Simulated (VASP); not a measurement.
# NbC4 (P-43m) in VASP: single point with PBE

Aim: the single point of NbC4 with PBE.

All numbers are computed with VASP 6.6.1; they aren't measurements. Logs are shortened: lines on timing, memory, paths and dates and some standing lists are left out, and cuts for length are marked.

## (1) The cell of the first run

The structure is cubic, space group P-43m (No. 215). Conventional cell: a = 3.607 Å, b = 3.607 Å, c = 3.607 Å, α = 90.00°, β = 90.00°, γ = 90.00°. Nb (site symmetry -43m) has 16 C at 2.18 to 2.95 Å within 3.0 Å. Within 2.2 Å of C (site symmetry 3m) lie 3 C at 1.54 Å and 1 Nb at 2.18 Å.

The cell was generated, and may not be a known phase.

## (2) Single point, PBE

Contents of INCAR:

```
  ALGO = Normal
  EDIFF = 1E-6
  ENCUT = 910
  GGA = PE
  GGA_COMPAT = F
  ISIF = 2
  ISMEAR = 0
  LASPH = T
  LCHARG = T
  LELF = T
  LREAL = F
  LVHAR = T
  LWAVE = F
  NBANDS = 22
  NELM = 120
  PREC = Accurate
  SIGMA = 0.1
```

Contents of KPOINTS:

```
k-points
0
Gamma
  6 6 6
```

Contents of POSCAR:

```
NbC4
1.0
    3.6072856370      0.0000000000      0.0000000000
    0.0000000000      3.6072856370      0.0000000000
    0.0000000000      0.0000000000      3.6072856370
Nb C
1 4
Direct
    0.0000000000      0.0000000000      0.0000000000
    0.3489842254      0.6510157746      0.6510157746
    0.6510157746      0.3489842254      0.6510157746
    0.6510157746      0.6510157746      0.3489842254
    0.3489842254      0.3489842254      0.3489842254
```

Potentials or basis: VASP PAW PBE potentials, release 64 (Nb_sv, C_h).

Started as:

```bash
cat potpaw_PBE.64/Nb_sv/POTCAR potpaw_PBE.64/C_h/POTCAR > POTCAR
mpirun -np 1 vasp_std > vasp.out
```

OUTCAR:

```text
EDIFF = 1E-6
   ENCUT = 910
   GGA = PE
   ISIF = 2
   ISMEAR = 0
   LASPH = T
   LREAL = F
   NELM = 120
   PREC = Accurate

 ion  position               nearest neighbor table
   1  0.000  0.000  0.000-   2 2.18   3 2.18   4 2.18   5 2.18
   2  0.349  0.651  0.651-   1 2.18
   3  0.651  0.349  0.651-   1 2.18
   4  0.651  0.651  0.349-   1 2.18
   5  0.349  0.349  0.349-   1 2.18

  LATTYP: Found a simple cubic cell.
 ALAT       =     3.6072856370

  Lattice vectors:

 A1 = (   3.6072856370,   0.0000000000,   0.0000000000)
 A2 = (   0.0000000000,   3.6072856370,   0.0000000000)
 A3 = (   0.0000000000,   0.0000000000,   3.6072856370)

Analysis of symmetry for initial positions (statically):
=====================================================================
 Subroutine PRICEL returns:
 Original cell was already a primitive cell.

 Routine SETGRP: Setting up the symmetry group for a
 simple cubic supercell.

 Subroutine GETGRP returns: Found 24 space group operations
 (whereof 24 operations were pure point group operations)
 out of a pool of 48 trial point group operations.

The static configuration has the point symmetry T_d .

Analysis of symmetry for dynamics (positions and initial velocities):
=====================================================================
 Subroutine PRICEL returns:
 Original cell was already a primitive cell.

 Routine SETGRP: Setting up the symmetry group for a
 simple cubic supercell.

 Subroutine GETGRP returns: Found 24 space group operations
 (whereof 24 operations were pure point group operations)
 out of a pool of 48 trial point group operations.

The dynamic configuration has the point symmetry T_d .

 Subroutine INISYM returns: Found 24 space group operations
 (whereof 24 operations are pure point group operations),
 and found     1 'primitive' translations

----------------------------------------------------------------------------------------

                                     Primitive cell

  volume of cell :      46.9398

  direct lattice vectors                    reciprocal lattice vectors
     3.607285637  0.000000000  0.000000000     0.277216750  0.000000000  0.000000000
     0.000000000  3.607285637  0.000000000     0.000000000  0.277216750  0.000000000
     0.000000000  0.000000000  3.607285637     0.000000000  0.000000000  0.277216750

  length of vectors
     3.607285637  3.607285637  3.607285637     0.277216750  0.277216750  0.277216750

  position of ions in fractional coordinates (direct lattice)
     0.000000000  0.000000000  0.000000000
     0.348984225  0.651015775  0.651015775
     0.651015775  0.348984225  0.651015775
     0.651015775  0.651015775  0.348984225
     0.348984225  0.348984225  0.348984225

  ion indices of the primitive-cell ions
   primitive index   ion index
                 1           1
                 2           2
                 3           3
                 4           4
                 5           5

----------------------------------------------------------------------------------------

 KPOINTS: k-points

Automatic generation of k-mesh.
 Grid dimensions read from file:
 generate k-points for:    6    6    6

 Generating k-lattice:

  Cartesian coordinates                     Fractional coordinates (reciprocal lattice)
     0.046202792  0.000000000  0.000000000     0.166666667  0.000000000  0.000000000
     0.000000000  0.046202792  0.000000000     0.000000000  0.166666667  0.000000000
     0.000000000  0.000000000  0.046202792     0.000000000  0.000000000  0.166666667

  Length of vectors
     0.046202792  0.046202792  0.046202792

  Shift w.r.t. Gamma in fractional coordinates (k-lattice)
     0.000000000  0.000000000  0.000000000

 Subroutine IBZKPT returns following result:
 ===========================================

 Found     20 irreducible k-points:

 Following reciprocal coordinates:
            Coordinates               Weight
  0.000000  0.000000  0.000000      1.000000
  0.166667  0.000000  0.000000      6.000000
  0.333333  0.000000  0.000000      6.000000
  0.500000  0.000000  0.000000      3.000000
  0.166667  0.166667  0.000000     12.000000
  0.333333  0.166667  0.000000     24.000000
[... 12 lines left out ...]
  0.500000  0.500000  0.333333      6.000000
  0.500000  0.500000  0.500000      1.000000
   k-points           NKPTS =     20   k-points in BZ     NKDIM =     20   number of bands    NBANDS=     22
   number of dos      NEDOS =    301   number of ions     NIONS =      5
   total plane-waves  NPLWV =  46656
   dimension x,y,z NGX =    36 NGY =   36 NGZ =   36
   dimension x,y,z NGXF=    72 NGYF=   72 NGZF=   72
   ions per type =               1   4
   NGX,Y,Z   is equivalent  to a cutoff of  16.59, 16.59, 16.59 a.u.
   NGXF,Y,Z  is equivalent  to a cutoff of  33.18, 33.18, 33.18 a.u.
 SYSTEM =  unknown system
   PREC   = accura    normal or accurate (medium, high low for compatibility)
   ISTART =      0    job   : 0-new  1-cont  2-samecut
   ICHARG =      2    charge: 1-file 2-atom 10-const
   ISPIN  =      1    spin polarized calculation?
   LNONCOLLINEAR =      F non collinear calculations
   LSORBIT =      F    spin-orbit coupling
   LASPH  =      T    aspherical Exc in radial PAW
   ENCUT  =  910.0 eV  66.88 Ry    8.18 a.u.   8.87  8.87  8.87*2*pi/ulx,y,z
   NELM   =    120;   NELMIN=  2; NELMDL= -5     # of ELM steps
   EDIFF  = 0.1E-05   stopping-criterion for ELM
   LREAL  =      F    real-space projection
   EDIFFG = 0.1E-04   stopping-criterion for IOM
   NSW    =      0    number of steps for IOM
   IBRION =     -1    ionic relax: 0-MD 1-quasi-New 2-CG
   NFREE  =      0    steps in history (QN), initial steepest desc. (CG)
   ISIF   =      2    stress and relaxation
   ISYM   =      2    0-nonsym 1-usesym 2-fastsym
   POTIM  = 0.5000    time-step for ionic-motion
   TEBEG  =    0.0;   TEEND  =   0.0 temperature during run
   PSTRESS=    0.0 pullay stress
   NELECT =      29.0000    total number of electrons
   NUPDOWN=      -1.0000    fix difference up-down
   EMIN   =  10.00;   EMAX   =-10.00  energy-range for DOS
   EFERMI =   0.00;   METHOD = LEGACY
   ISMEAR =     0;   SIGMA  =   0.10  broadening in eV -4-tet -1-fermi 0-gaus
   EFERMI_NEDOS =   21; number of points for ismear=-14 and -15
   IALGO  =     38    algorithm
   IMIX   =      4    mixing-type and parameters
     AMIX     =   0.40;   BMIX     =  1.00
     AMIX_MAG =   1.60;   BMIX_MAG =  1.00
  volume/ion in A,a.u.               =       9.39        63.35
  Fermi-wavevector in a.u.,A,eV,Ry     =   1.394313  2.634870 26.451208  1.944109
  Thomas-Fermi vector in A             =   2.517874
   LORBIT       =      0    0 simple, 1 ext, 2 COOP (PROOUT), +10 PAW based schemes
   GGA     = PE    functional components
   LHFCALC =     F    Hartree Fock is set to
   AEXX    =    0.0000 exact exchange contribution
   IVDW    =     0    specifies the selected vdW correction
   LEPSILON=     F    determine dielectric tensor
   LRPA    =     F    only Hartree local field effects (RPA)
 non-spin polarized calculation
 Gauss-broadening in eV      SIGMA  =   0.10
  energy-cutoff  :      910.00
  volume of cell :       46.94
 maximum number of plane-waves:      2968
 NGX is ok and might be reduce to    36
   NGX = 17   NGY = 17   NGZ = 17

 number of electron      29.0000000 magnetization

 Free energy of the ion-electron system (eV)
  ---------------------------------------------------
  ext. energy  EPLUGINS =         0.00000000
  ---------------------------------------------------
  free energy    TOTEN  =       -39.56648982 eV

  energy without entropy =      -39.55734235  energy(sigma->0) =      -39.56191608

 E-fermi :   9.4780     XC(G=0): -12.2198

 val. band max:        9.4159881086   @ k =   0.5000   0.5000   0.3333
 cond. band min:       9.5204454203   @ k =   0.3333   0.3333   0.1667
 fundamental gap:      0.1044573117
 Fermi energy:         9.4779584435

 k-point     1 :       0.0000    0.0000    0.0000
  band No.  band energies     occupation
      1     -46.5254      2.00000
      2     -22.5210      2.00000
      3     -22.5210      2.00000
      4     -22.5210      2.00000
      5     -11.4704      2.00000
      6       0.7508      2.00000
[... 14 lines left out ...]
     21      14.5279      0.00000
     22      14.5279      0.00000

 k-point     2 :       0.1667    0.0000    0.0000
  band No.  band energies     occupation
      1     -46.5239      2.00000
      2     -22.5500      2.00000
      3     -22.5182      2.00000
      4     -22.5182      2.00000
      5     -11.3926      2.00000
      6      -0.6362      2.00000
[... 14 lines left out ...]
     21      15.0782      0.00000
     22      15.5079      0.00000

 k-point     3 :       0.3333    0.0000    0.0000
  band No.  band energies     occupation
      1     -46.5210      2.00000
      2     -22.6075      2.00000
      3     -22.5124      2.00000
      4     -22.5124      2.00000
      5     -11.2288      2.00000
      6      -1.8825      2.00000
[... 14 lines left out ...]
     21      16.4487      0.00000
     22      16.5620      0.00000

 k-point     4 :       0.5000    0.0000    0.0000
  band No.  band energies     occupation
      1     -46.5196      2.00000
      2     -22.6359      2.00000
      3     -22.5095      2.00000
      4     -22.5095      2.00000
      5     -11.1422      2.00000
      6      -2.3531      2.00000
[... 14 lines left out ...]
     21      17.3420      0.00000
     22      17.3438      0.00000

 k-point     5 :       0.1667    0.1667    0.0000
  band No.  band energies     occupation
      1     -46.5225      2.00000
      2     -22.5483      2.00000
      3     -22.5450      2.00000
      4     -22.5153      2.00000
      5     -11.3238      2.00000
      6      -0.7797      2.00000
[... 14 lines left out ...]
     21      15.4614      0.00000
     22      16.2287      0.00000

 k-point     6 :       0.3333    0.1667    0.0000
  band No.  band energies     occupation
      1     -46.5196      2.00000
      2     -22.6032      2.00000
      3     -22.5399      2.00000
      4     -22.5097      2.00000
      5     -11.1794      2.00000
      6      -1.7059      2.00000
[... 14 lines left out ...]
     21      16.3757      0.00000
     22      16.9120      0.00000

 k-point     7 :       0.5000    0.1667    0.0000
  band No.  band energies     occupation
      1     -46.5182      2.00000
      2     -22.6311      2.00000
      3     -22.5365      2.00000
      4     -22.5068      2.00000
      5     -11.1035      2.00000
      6      -2.1396      2.00000
[... 224 lines left out ...]
      6      -1.3794      2.00000
[... 14 lines left out ...]
     21      15.7175      0.00000
     22      18.3612      0.00000

 k-point    17 :       0.3333    0.3333    0.3333
  band No.  band energies     occupation
      1     -46.5125      2.00000
      2     -22.5854      2.00000
      3     -22.5816      2.00000
      4     -22.5816      2.00000
      5     -10.9188      2.00000
      6      -1.0905      2.00000
[... 14 lines left out ...]
     21      16.9823      0.00000
     22      16.9823      0.00000

 k-point    18 :       0.5000    0.3333    0.3333
  band No.  band energies     occupation
      1     -46.5111      2.00000
      2     -22.6088      2.00000
      3     -22.5802      2.00000
      4     -22.5779      2.00000
      5     -10.8628      2.00000
      6      -1.5096      2.00000
[... 14 lines left out ...]
     21      16.8596      0.00000
     22      17.1818      0.00000

 k-point    19 :       0.5000    0.5000    0.3333
  band No.  band energies     occupation
      1     -46.5097      2.00000
      2     -22.6046      2.00000
      3     -22.6046      2.00000
      4     -22.5753      2.00000
      5     -10.8058      2.00000
      6      -1.4727      2.00000
[... 14 lines left out ...]
     21      16.7600      0.00000
     22      17.4048      0.00000

 k-point    20 :       0.5000    0.5000    0.5000
  band No.  band energies     occupation
      1     -46.5083      2.00000
      2     -22.6005      2.00000
      3     -22.6005      2.00000
      4     -22.6005      2.00000
      5     -10.7430      2.00000
      6      -1.5197      2.00000
[... 14 lines left out ...]
     21      17.4196      0.00000
     22      17.4196      0.00000

------------------------ aborting loop because EDIFF is reached ----------------------------------------

  FORCE on cell =-STRESS in cart. coord.  units (eV):
  Direction    XX          YY          ZZ          XY          YZ          ZX
  --------------------------------------------------------------------------------------
  -------------------------------------------------------------------------------------
  Total       -0.1828147     -0.1828147     -0.1828147      0.0000000      0.0000000     -0.0000000
  in kB       -6.2399347     -6.2399347     -6.2399347      0.0000000      0.0000000     -0.0000000
  external PRESSURE =      -6.2399347 kB  Pullay stress =       0.0000000 kB

 VOLUME and BASIS-vectors are now :
 -----------------------------------------------------------------------------
  energy-cutoff  :      910.00
  volume of cell :       46.94
      direct lattice vectors                 reciprocal lattice vectors
     3.607285637  0.000000000  0.000000000     0.277216750  0.000000000  0.000000000
     0.000000000  3.607285637  0.000000000     0.000000000  0.277216750  0.000000000
     0.000000000  0.000000000  3.607285637     0.000000000  0.000000000  0.277216750

 POSITION                                       TOTAL-FORCE (eV/Angst)
 -----------------------------------------------------------------------------------
      0.00000      0.00000      0.00000         0.000000      0.000000      0.000000
      1.25889      2.34840      2.34840        -0.013494      0.013494      0.013494
      2.34840      1.25889      2.34840         0.013494     -0.013494      0.013494
      2.34840      2.34840      1.25889         0.013494      0.013494     -0.013494
      1.25889      1.25889      1.25889        -0.013494     -0.013494     -0.013494
 -----------------------------------------------------------------------------------
    total drift:                                0.000000      0.000000     -0.000000

  FREE ENERGIE OF THE ION-ELECTRON SYSTEM (eV)
  ---------------------------------------------------
  free  energy   TOTEN  =       -39.5664898212 eV

  energy  without entropy=      -39.5573423468  energy(sigma->0) =      -39.56191608
```

Wall time 45 s (1 thread of Intel Xeon Platinum 8259CL at 2.50GHz (Skylake/Cascade Lake), shared host); peak memory 0.22 GiB.

Results:

```yaml
Free_energy: -39.5665 eV
Pressure: -0.6 GPa
Largest_force: 0.023 eV/Å
Band_gap_on_the_k_mesh: zero (an odd number of electrons rules out a gap without spin polarisation)
```

Forces in eV/Å, atoms in the order of the input:
```
Nb   0.000  0.000  0.000
C   -0.013  0.013  0.013
C    0.013 -0.013  0.013
C    0.013  0.013 -0.013
C   -0.013 -0.013 -0.013
```

The gap in the log of VASP goes by the Fermi energy; the results here count the filled bands.